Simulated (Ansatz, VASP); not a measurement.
## Two plane-wave programs on SiC

```
Si C
1.0
     0.00000    2.17400    2.17400
     2.17400    0.00000    2.17400
     2.17400    2.17400    0.00000
Si C
1 1
Cartesian
  -0.3182 -0.3182 0.2250
  3.2610 3.2610 3.2610
```

Alike in both runs: task single point; functional r2SCAN; k mesh 12 × 12 × 12; occupations gaussian, width 0.05 eV; no spin polarisation.

```csv
,VASP,Ansatz
version,VASP 6.6.1,Ansatz 0.2.0
potentials or method,"VASP PAW PBE potentials, release 64 (Si, C), cutoff 520 eV","scalar-relativistic, plane waves, PAW"
valence electrons in the cell,8,8
```

|  | VASP | Ansatz | Ansatz less VASP |
| --- | --- | --- | --- |
| gap on the k mesh at the Fermi level (eV) | none | none | - |
| pressure (GPa) | 14.9 | 15.2 | +0.33 |
| traceless stress, the component that is largest in VASP (GPa) | 7.86 | 7.91 | +0.053 |
| rms of the force components (eV/Å) | 2.226 | 2.230 | +0.0045 |

VASP's potentials were made for PBE, not for r2SCAN. Atom by atom the forces differ by 0.007 eV/Å (rms over components). A gap of «none» marks a metal or a gap that the smearing closes.
